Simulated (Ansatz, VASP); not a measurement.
# TiAl in VASP and in Ansatz

```
Ti Al
1.0
     2.88684    0.00000    0.00000
    -1.44342    2.50007    0.00000
     0.00000    0.00000    4.49591
Ti Al
1 1
Direct
  0.00000 0.00000 0.00000
  0.33333 0.66667 0.50000
```

Alike in both runs: task single point; functional PBEsol; k mesh 24 × 24 × 14; occupations gaussian, width 0.15 eV; no spin polarisation.

```csv
,VASP,Ansatz
version,VASP 6.6.1,Ansatz 0.2.0
potentials or method,"VASP PAW PBE potentials, release 64 (Ti_sv, Al), cutoff 500 eV","scalar-relativistic, plane waves, PAW"
valence electrons in the cell,15,15
```

VASP gave:

```
gap on the k mesh at the Fermi level (eV)                     : none
pressure (GPa)                                                : 0.7
traceless stress, the component that is largest in VASP (GPa) : 3.66
```

Q: Which values does Ansatz return?

A: gap on the k mesh at the Fermi level (eV): none; pressure (GPa): 0.7; traceless stress, the component that is largest in VASP (GPa): 3.59.

VASP's potentials were made for PBE, not for PBEsol. A gap of «none» marks a metal or a gap that the smearing closes.
